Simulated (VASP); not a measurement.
# PbS (R3m) in VASP: further runs, part 2 of 3

VASP 6.6.1. The steps go on from the part before.

**3. Single point, LDA**

Contents of INCAR:

```
SYSTEM = PbS
  PREC = Accurate
  ENCUT = 520
  EDIFF = 1E-7
  ISMEAR = -1
  SIGMA = 0.05
  LREAL = .False.
  LASPH = .True.
  NELM = 80
  ALGO = Normal
  ISIF = 2
  LWAVE = .False.
  LCHARG = .False.
  NBANDS = 17
```

Contents of KPOINTS:

```
regular mesh
0
Gamma
  8 8 8
  0 0 0
```

Contents of POSCAR:

```
PbS
1.0
    2.1126617058      1.2197458045      3.4519162518
   -2.1126617058      1.2197458045      3.4519162518
    0.0000000000     -2.4394916091      3.4519162518
Pb S
1 1
Direct
    0.9805657800      0.9805657800      0.9805657800
    0.4750355500      0.4750355500      0.4750355500
```

Potentials or basis: VASP PAW LDA potentials, release 64 (Pb_d, S).

Run with:

```console
$ cat potpaw_LDA.64/Pb_d/POTCAR potpaw_LDA.64/S/POTCAR > POTCAR
$ mpirun -np 1 vasp_std > vasp.out
```

OUTCAR:

```text
SYSTEM = PbS
   PREC = Accurate
   ENCUT = 520
   EDIFF = 1E-7
   ISMEAR = -1
   LREAL = .False.
   LASPH = .True.
   NELM = 80
   ISIF = 2

 ion  position               nearest neighbor table
   1  0.981  0.981  0.981-   2 2.96   2 2.96   2 2.96   2 3.02   2 3.02   2 3.02
   2  0.475  0.475  0.475-   1 2.96   1 2.96   1 2.96   1 3.02   1 3.02   1 3.02

  LATTYP: Found a trigonal (rhomboedric) cell.
 ALAT       =     4.2269191050
 COS(alpha) =     0.5003774362

  Lattice vectors:

 A1 = (   2.1126617058,   1.2197458045,   3.4519162518)
 A2 = (  -2.1126617058,   1.2197458045,   3.4519162518)
 A3 = (   0.0000000000,  -2.4394916091,   3.4519162518)

Analysis of symmetry for initial positions (statically):
=====================================================================
 Subroutine PRICEL returns:
 Original cell was already a primitive cell.

 Routine SETGRP: Setting up the symmetry group for a
 trigonal (rhombohedral) supercell.

 Subroutine GETGRP returns: Found  6 space group operations
 (whereof  6 operations were pure point group operations)
 out of a pool of 12 trial point group operations.

The static configuration has the point symmetry C_3v.

Analysis of symmetry for dynamics (positions and initial velocities):
=====================================================================
 Subroutine PRICEL returns:
 Original cell was already a primitive cell.

 Routine SETGRP: Setting up the symmetry group for a
 trigonal (rhombohedral) supercell.

 Subroutine GETGRP returns: Found  6 space group operations
 (whereof  6 operations were pure point group operations)
 out of a pool of 12 trial point group operations.

The dynamic configuration has the point symmetry C_3v.

 Subroutine INISYM returns: Found  6 space group operations
 (whereof  6 operations are pure point group operations),
 and found     1 'primitive' translations

----------------------------------------------------------------------------------------

                                     Primitive cell

  volume of cell :      53.3717

  direct lattice vectors                    reciprocal lattice vectors
     2.112661706  1.219745805  3.451916252     0.236668274  0.136640492  0.096564722
    -2.112661706  1.219745805  3.451916252    -0.236668274  0.136640492  0.096564722
     0.000000000 -2.439491609  3.451916252     0.000000000 -0.273280984  0.096564722

  length of vectors
     4.226919105  4.226919105  4.226919105     0.289840028  0.289840028  0.289840028

  position of ions in fractional coordinates (direct lattice)
     0.980565780  0.980565780  0.980565780
     0.475035550  0.475035550  0.475035550

  ion indices of the primitive-cell ions
   primitive index   ion index
                 1           1
                 2           2

----------------------------------------------------------------------------------------

 KPOINTS: regular mesh

Automatic generation of k-mesh.
 Grid dimensions read from file:
 generate k-points for:    8    8    8

 Generating k-lattice:

  Cartesian coordinates                     Fractional coordinates (reciprocal lattice)
     0.029583534  0.017080061  0.012070590     0.125000000  0.000000000  0.000000000
    -0.029583534  0.017080061  0.012070590     0.000000000  0.125000000  0.000000000
     0.000000000 -0.034160123  0.012070590     0.000000000  0.000000000  0.125000000

  Length of vectors
     0.036230003  0.036230003  0.036230003

  Shift w.r.t. Gamma in fractional coordinates (k-lattice)
     0.000000000  0.000000000  0.000000000

 Subroutine IBZKPT returns following result:
 ===========================================

 Found     65 irreducible k-points:

 Following reciprocal coordinates:
            Coordinates               Weight
  0.000000  0.000000  0.000000      1.000000
  0.125000  0.000000  0.000000      6.000000
  0.250000  0.000000  0.000000      6.000000
  0.375000 -0.000000  0.000000      6.000000
  0.500000  0.000000  0.000000      3.000000
  0.125000  0.125000  0.000000      6.000000
[... 16 lines left out ...]
  0.250000  0.125000  0.125000      6.000000
  0.375000  0.125000  0.125000      6.000000
 [... further k-points ...]
   k-points           NKPTS =     65   k-points in BZ     NKDIM =     65   number of bands    NBANDS=     17
   number of dos      NEDOS =    301   number of ions     NIONS =      2
   total plane-waves  NPLWV =  32768
   dimension x,y,z NGX =    32 NGY =   32 NGZ =   32
   dimension x,y,z NGXF=    64 NGYF=   64 NGZF=   64
   ions per type =               1   1
   NGX,Y,Z   is equivalent  to a cutoff of  12.59, 12.59, 12.59 a.u.
   NGXF,Y,Z  is equivalent  to a cutoff of  25.17, 25.17, 25.17 a.u.
 SYSTEM =  PbS
   PREC   = accura    normal or accurate (medium, high low for compatibility)
   ISTART =      0    job   : 0-new  1-cont  2-samecut
   ICHARG =      2    charge: 1-file 2-atom 10-const
   ISPIN  =      1    spin polarized calculation?
   LNONCOLLINEAR =      F non collinear calculations
   LSORBIT =      F    spin-orbit coupling
   LASPH  =      T    aspherical Exc in radial PAW
   ENCUT  =  520.0 eV  38.22 Ry    6.18 a.u.   7.86  7.86  7.86*2*pi/ulx,y,z
   NELM   =     80;   NELMIN=  2; NELMDL= -5     # of ELM steps
   EDIFF  = 0.1E-06   stopping-criterion for ELM
   LREAL  =      F    real-space projection
   EDIFFG = 0.1E-05   stopping-criterion for IOM
   NSW    =      0    number of steps for IOM
   IBRION =     -1    ionic relax: 0-MD 1-quasi-New 2-CG
   NFREE  =      0    steps in history (QN), initial steepest desc. (CG)
   ISIF   =      2    stress and relaxation
   ISYM   =      2    0-nonsym 1-usesym 2-fastsym
   POTIM  = 0.5000    time-step for ionic-motion
   TEBEG  =    0.0;   TEEND  =   0.0 temperature during run
   PSTRESS=    0.0 pullay stress
   NELECT =      20.0000    total number of electrons
   NUPDOWN=      -1.0000    fix difference up-down
   EMIN   =  10.00;   EMAX   =-10.00  energy-range for DOS
   EFERMI =   0.00;   METHOD = LEGACY
   ISMEAR =    -1;   SIGMA  =   0.05  broadening in eV -4-tet -1-fermi 0-gaus
   EFERMI_NEDOS =   21; number of points for ismear=-14 and -15
   IALGO  =     38    algorithm
   IMIX   =      4    mixing-type and parameters
     AMIX     =   0.40;   BMIX     =  1.00
     AMIX_MAG =   1.60;   BMIX_MAG =  1.00
  volume/ion in A,a.u.               =      26.69       180.08
  Fermi-wavevector in a.u.,A,eV,Ry     =   1.180270  2.230386 18.953411  1.393036
  Thomas-Fermi vector in A             =   2.316565
   LORBIT       =      0    0 simple, 1 ext, 2 COOP (PROOUT), +10 PAW based schemes
   GGA     = CA    functional components
   LHFCALC =     F    Hartree Fock is set to
   AEXX    =    0.0000 exact exchange contribution
   IVDW    =     0    specifies the selected vdW correction
   LEPSILON=     F    determine dielectric tensor
   LRPA    =     F    only Hartree local field effects (RPA)
 non-spin polarized calculation
  energy-cutoff  :      520.00
  volume of cell :       53.37
 maximum number of plane-waves:      1459
   NGX = 15   NGY = 15   NGZ = 15

 number of electron      20.0000002 magnetization

 Free energy of the ion-electron system (eV)
  ---------------------------------------------------
  ext. energy  EPLUGINS =         0.00000000
  ---------------------------------------------------
  free energy    TOTEN  =        -9.95942448 eV

  energy without entropy =       -9.95917450  energy(sigma->0) =       -9.95929949

 E-fermi :   5.4194     XC(G=0):  -9.9252

 val. band max:        5.2663753269   @ k =   0.5000   0.0000   0.0000
 cond. band min:       5.5724127438   @ k =   0.5000   0.0000   0.0000
 fundamental gap:      0.3060374168
 Fermi energy:         5.4193991633

 k-point     1 :       0.0000    0.0000    0.0000
  band No.  band energies     occupation
      1     -11.4383      2.00000
      2     -11.4380      2.00000
      3     -11.4380      2.00000
      4     -11.4288      2.00000
      5     -11.4288      2.00000
      6      -8.0745      2.00000
[... 9 lines left out ...]
     16      12.0242      0.00000
     17      13.7966      0.00000
[... 441 lines left out ...]
 k-point    24 :       0.3750    0.1250    0.1250
  band No.  band energies     occupation
      1     -11.4520      2.00000
      2     -11.4470      2.00000
      3     -11.4336      2.00000
      4     -11.4149      2.00000
      5     -11.4056      2.00000
      6      -7.3167      2.00000
[... 9 lines left out ...]
     16      14.8220      0.00000
     17      16.0218      0.00000

 [... further k-points ...]

------------------------ aborting loop because EDIFF is reached ----------------------------------------

  FORCE on cell =-STRESS in cart. coord.  units (eV):
  Direction    XX          YY          ZZ          XY          YZ          ZX
  --------------------------------------------------------------------------------------
  -------------------------------------------------------------------------------------
  Total       -1.2261914     -1.2261914     -1.2190790      0.0000000      0.0000000      0.0000000
  in kB      -36.8093422    -36.8093422    -36.5958345      0.0000000      0.0000000      0.0000000
  external PRESSURE =     -36.7381730 kB  Pullay stress =       0.0000000 kB

 VOLUME and BASIS-vectors are now :
 -----------------------------------------------------------------------------
  energy-cutoff  :      520.00
  volume of cell :       53.37
      direct lattice vectors                 reciprocal lattice vectors
     2.112661706  1.219745805  3.451916252     0.236668274  0.136640492  0.096564722
    -2.112661706  1.219745805  3.451916252    -0.236668274  0.136640492  0.096564722
     0.000000000 -2.439491609  3.451916252     0.000000000 -0.273280984  0.096564722

 POSITION                                       TOTAL-FORCE (eV/Angst)
 -----------------------------------------------------------------------------------
      0.00000     -0.00000     10.15449         0.000000     -0.000000      0.003088
      0.00000     -0.00000      4.91935         0.000000      0.000000     -0.003088
 -----------------------------------------------------------------------------------
    total drift:                                0.000000     -0.000000     -0.000034

  FREE ENERGIE OF THE ION-ELECTRON SYSTEM (eV)
  ---------------------------------------------------
  free  energy   TOTEN  =        -9.9594244810 eV

  energy  without entropy=       -9.9591745038  energy(sigma->0) =       -9.95929949
```

OSZICAR:

```text
N       E                     dE             d eps       ncg     rms          rms(c)
DAV:   1     0.152609525427E+03    0.15261E+03   -0.93732E+03  2218   0.127E+03
DAV:   2     0.168365672448E+01   -0.15093E+03   -0.14539E+03  2368   0.313E+02
DAV:   3    -0.101220122660E+02   -0.11806E+02   -0.11712E+02  2838   0.911E+01
DAV:   4    -0.104201777068E+02   -0.29817E+00   -0.29780E+00  2821   0.157E+01
DAV:   5    -0.104306967843E+02   -0.10519E-01   -0.10518E-01  3244   0.293E+00    0.432E+00
DAV:   6    -0.997059464185E+01    0.46010E+00   -0.13885E+00  3415   0.777E+00    0.302E+00
DAV:   7    -0.996372509609E+01    0.68695E-02   -0.10545E-01  2628   0.161E+00    0.170E+00
DAV:   8    -0.995982200018E+01    0.39031E-02   -0.12536E-02  2805   0.106E+00    0.252E-01
DAV:   9    -0.995940475984E+01    0.41724E-03   -0.27142E-03  3276   0.384E-01    0.804E-02
DAV:  10    -0.995942880694E+01   -0.24047E-04   -0.16464E-04  2579   0.728E-02    0.570E-02
DAV:  11    -0.995942461454E+01    0.41924E-05   -0.18051E-05  2994   0.423E-02    0.828E-03
DAV:  12    -0.995942450050E+01    0.11404E-06   -0.81028E-07  3181   0.109E-02    0.320E-03
DAV:  13    -0.995942448098E+01    0.19521E-07   -0.15975E-07  1847   0.220E-03
   1 F= -.99594245E+01 E0= -.99592995E+01  d E =-.249977E-03
```

stdout:

```text
POSCAR found type information on POSCAR PbS
 POSCAR found :  2 types and       2 ions
 scaLAPACK will be used
 LDA part: xc-table for (Slater(with rela. corr.)+CA(PZ))
 , standard interpolation
 POSCAR, INCAR and KPOINTS ok, starting setup
 FFT: planning ... GRIDC
 FFT: planning ... GRID_SOFT
 FFT: planning ... GRID
 WAVECAR not read
 entering main loop
```

It took 79 s on 1 thread of AMD EPYC 7R13, shared host; peak memory 0.16 GiB.

What came out:

- Free energy: -9.9594 eV
- Pressure: -3.7 GPa
- Largest force: 0.003 eV/Å
- Band gap on the k mesh: 0.31 eV

Forces in eV/Å, atoms in the order of the input:
```
Pb   0.000  0.000  0.003
S    0.000  0.000 -0.003
```

Levels at points of the mesh, in eV from the valence-band top:
| k point | band 6 | band 7 | band 8 | band 9 | band 10 | band 11 | band 12 | band 13 | band 14 | band 15 |
| --- | --- | --- | --- | --- | --- | --- | --- | --- | --- | --- |
| (0.00, 0.00, 0.00) | -13.34 | -6.09 | -2.02 | -2.02 | -2.02 | 5.00 | 5.03 | 5.03 | 6.74 | 6.74 |
| (0.50, 0.00, 0.00) | -12.11 | -8.77 | -1.64 | -1.64 | 0.00 | 0.31 | 1.92 | 1.93 | 8.47 | 10.15 |
| (0.50, 0.50, 0.00) | -11.71 | -7.22 | -5.03 | -3.29 | -3.28 | 3.83 | 5.42 | 5.51 | 5.53 | 11.19 |
| (0.50, 0.50, 0.50) | -12.11 | -8.76 | -1.64 | -1.64 | -0.05 | 0.35 | 1.92 | 1.92 | 8.46 | 10.15 |

Caveat: the cell stands under tension; spin-orbit coupling is left out, which moves the levels of the heavy elements.

**4. Single point, LDA**

This run uses another cell than the first one, of 27.22 Å³/atom.

Contents of INCAR:

```
PREC     = Accurate       # precision mode
ENCUT    = 520            # plane-wave cutoff, eV
EDIFF    = 1E-7           # SCF threshold, eV
ISMEAR   = -1             # smearing method
SIGMA    = 0.05           # smearing width, eV
LREAL    = False          # projectors in reciprocal space
LASPH    = True           # aspherical terms in the spheres
NELM     = 60             # most SCF steps
ALGO     = Normal         # electronic algorithm
ISIF     = 2              # what is computed and relaxed
LWAVE    = False          # write WAVECAR
LCHARG   = True           # write CHGCAR
LELF     = True           # ELF
LVHAR    = True         
NBANDS   = 17             # bands
```

Contents of KPOINTS:

```
Automatic mesh
0
Gamma
  8 8 8
```

Contents of POSCAR:

```
PbS
1.0
    2.1266532507      1.2278238267      3.4747772906
   -2.1266532507      1.2278238267      3.4747772906
    0.0000000000     -2.4556476535      3.4747772906
Pb S
1 1
Direct
    0.9805657800      0.9805657800      0.9805657800
    0.4750355500      0.4750355500      0.4750355500
```

Potentials or basis: VASP PAW LDA potentials, release 64 (Pb_d, S).

Run with:

```console
$ cat potpaw_LDA.64/Pb_d/POTCAR potpaw_LDA.64/S/POTCAR > POTCAR
$ mpirun -np 1 vasp_std > vasp.out
```

OUTCAR:

```text
PREC = Accurate
   ENCUT = 520
   EDIFF = 1E-7
   ISMEAR = -1
   LREAL = False
   LASPH = True
   NELM = 60
   ISIF = 2

 ion  position               nearest neighbor table
   1  0.981  0.981  0.981-   2 2.98   2 2.98   2 2.98   2 3.04   2 3.04   2 3.04
   2  0.475  0.475  0.475-   1 2.98   1 2.98   1 2.98   1 3.04   1 3.04   1 3.04

  LATTYP: Found a trigonal (rhomboedric) cell.
 ALAT       =     4.2549127626
 COS(alpha) =     0.5003774362

  Lattice vectors:

 A1 = (   2.1266532507,   1.2278238267,   3.4747772906)
 A2 = (  -2.1266532507,   1.2278238267,   3.4747772906)
 A3 = (   0.0000000000,  -2.4556476535,   3.4747772906)

Analysis of symmetry for initial positions (statically):
=====================================================================
 Subroutine PRICEL returns:
 Original cell was already a primitive cell.

 Routine SETGRP: Setting up the symmetry group for a
 trigonal (rhombohedral) supercell.

 Subroutine GETGRP returns: Found  6 space group operations
 (whereof  6 operations were pure point group operations)
[... 159 lines left out ...]
  free energy    TOTEN  =        -9.93232573 eV

  energy without entropy =       -9.93216529  energy(sigma->0) =       -9.93224551

 E-fermi :   5.1799     XC(G=0):  -9.8359

 val. band max:        4.9961085955   @ k =   0.5000  -0.0000  -0.0000
 cond. band min:       5.3637459739   @ k =   0.5000  -0.0000  -0.0000
 fundamental gap:      0.3676373784
 Fermi energy:         5.1799266434

 k-point     1 :       0.0000    0.0000    0.0000
  band No.  band energies     occupation
      1     -11.6622      2.00000
      2     -11.6619      2.00000
      3     -11.6619      2.00000
      4     -11.6521      2.00000
      5     -11.6521      2.00000
      6      -8.1564      2.00000
[... 457 lines left out ...]
      4     -11.6404      2.00000
      5     -11.6315      2.00000
      6      -7.4258      2.00000
[... 9 lines left out ...]
     16      14.5665      0.00000
     17      15.7080      0.00000

 [... further k-points ...]

------------------------ aborting loop because EDIFF is reached ----------------------------------------

  FORCE on cell =-STRESS in cart. coord.  units (eV):
  Direction    XX          YY          ZZ          XY          YZ          ZX
  --------------------------------------------------------------------------------------
  -------------------------------------------------------------------------------------
  Total       -1.5620773     -1.5620773     -1.5534452     -0.0000000      0.0000000      0.0000000
  in kB      -45.9729262    -45.9729262    -45.7188776     -0.0000000      0.0000000      0.0000000
  external PRESSURE =     -45.8882434 kB  Pullay stress =       0.0000000 kB

 VOLUME and BASIS-vectors are now :
 -----------------------------------------------------------------------------
  energy-cutoff  :      520.00
  volume of cell :       54.44
      direct lattice vectors                 reciprocal lattice vectors
     2.126653251  1.227823827  3.474777291     0.235111201  0.135741515  0.095929409
    -2.126653251  1.227823827  3.474777291    -0.235111201  0.135741515  0.095929409
     0.000000000 -2.455647653  3.474777291     0.000000000 -0.271483030  0.095929409

 POSITION                                       TOTAL-FORCE (eV/Angst)
 -----------------------------------------------------------------------------------
      0.00000     -0.00000     10.22174         0.000000     -0.000000      0.012812
      0.00000     -0.00000      4.95193         0.000000      0.000000     -0.012812
 -----------------------------------------------------------------------------------
    total drift:                                0.000000      0.000000     -0.000050

  FREE ENERGIE OF THE ION-ELECTRON SYSTEM (eV)
  ---------------------------------------------------
  free  energy   TOTEN  =        -9.9323257264 eV

  energy  without entropy=       -9.9321652862  energy(sigma->0) =       -9.93224551
```

OSZICAR:

```text
N       E                     dE             d eps       ncg     rms          rms(c)
DAV:   1     0.152417534439E+03    0.15242E+03   -0.93104E+03  2218   0.125E+03
DAV:   2     0.175326581495E+01   -0.15066E+03   -0.14451E+03  2375   0.309E+02
DAV:   3    -0.101101327963E+02   -0.11863E+02   -0.11723E+02  2932   0.909E+01
DAV:   4    -0.104088281671E+02   -0.29870E+00   -0.29840E+00  2831   0.160E+01
DAV:   5    -0.104200501033E+02   -0.11222E-01   -0.11221E-01  3268   0.304E+00    0.418E+00
DAV:   6    -0.994365450168E+01    0.47640E+00   -0.14655E+00  3389   0.780E+00    0.293E+00
DAV:   7    -0.993689854011E+01    0.67560E-02   -0.10579E-01  2572   0.160E+00    0.167E+00
DAV:   8    -0.993273718224E+01    0.41614E-02   -0.13169E-02  2829   0.107E+00    0.279E-01
DAV:   9    -0.993230347939E+01    0.43370E-03   -0.28511E-03  3171   0.380E-01    0.859E-02
DAV:  10    -0.993233023106E+01   -0.26752E-04   -0.17695E-04  2586   0.739E-02    0.636E-02
DAV:  11    -0.993232586053E+01    0.43705E-05   -0.17276E-05  2971   0.401E-02    0.686E-03
DAV:  12    -0.993232574634E+01    0.11419E-06   -0.81902E-07  3090   0.112E-02    0.311E-03
DAV:  13    -0.993232572644E+01    0.19905E-07   -0.15788E-07  1821   0.217E-03
   1 F= -.99323257E+01 E0= -.99322455E+01  d E =-.160440E-03
```

Run time: 78 s. Hardware: 1 thread of AMD EPYC 7R13, shared host; peak memory 0.16 GiB.

Results:

```
Free energy            : -9.9323 eV
Pressure               : -4.6 GPa
Largest force          : 0.013 eV/Å
Band gap on the k mesh : 0.37 eV
```

Forces in eV/Å, atoms in the order of the input:
```
Pb   0.000  0.000  0.013
S    0.000  0.000 -0.013
```

Caveat: the cell stands under tension; spin-orbit coupling is left out, which moves the levels of the heavy elements.

(Part 2 of 3 ends here.)
